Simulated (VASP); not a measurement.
Set up this calculation in VASP 6.6.1, as the native input.

```
Task                   : single point
Functional             : LDA
Potentials or basis    : VASP PAW LDA potentials, release 64 (Sc_sv, Sn_d, C)
Cutoff                 : 520 eV
k mesh                 : 5 × 5 × 5
Occupations            : gaussian, width 0.1 eV
Spin                   : no spin polarisation
Dipole correction      : no
Further INCAR settings : ALGO = Normal; EDIFF = 1e-06; NBANDS = 34
```

The structure of Sc3SnC lies in POSCAR:

```
Sc3SnC
1.0
    4.5302774300      0.0000000000      0.0000000000
    0.0000000000      4.5302774300      0.0000000000
    0.0000000000      0.0000000000      4.5302774300
Sc Sn C
3 1 1
Direct
    0.0000000000      0.5000000000      0.5000000000
    0.5000000000      0.5000000000      0.0000000000
    0.5000000000      0.0000000000      0.5000000000
    0.0000000000      0.0000000000      0.0000000000
    0.5000000000      0.5000000000      0.5000000000
```

One way to write it, as run:

INCAR

```
SYSTEM = Sc3SnC
  ALGO = Normal
  EDIFF = 1E-6
  ENCUT = 520
  ISIF = 2
  ISMEAR = 0
  LASPH = .TRUE.
  LCHARG = .TRUE.
  LELF = .TRUE.
  LREAL = .FALSE.
  LVHAR = .TRUE.
  LWAVE = .FALSE.
  NBANDS = 34
  NELM = 60
  PREC = Accurate
  SIGMA = 0.1
```

KPOINTS

```
k-points
0
G
  5 5 5
  0 0 0
```

Potentials or basis: VASP PAW LDA potentials, release 64 (Sc_sv, Sn_d, C).

The run is started by

```sh
$ cat potpaw_LDA.64/Sc_sv/POTCAR potpaw_LDA.64/Sn_d/POTCAR potpaw_LDA.64/C/POTCAR > POTCAR
$ mpirun -np 1 vasp_std > vasp.out
```

It gave:

```
Pressure : -6.1 GPa
```

Wall time 70 s on 1 thread of AMD EPYC 7R13, with other jobs on the host, peak memory 0.15 GiB.
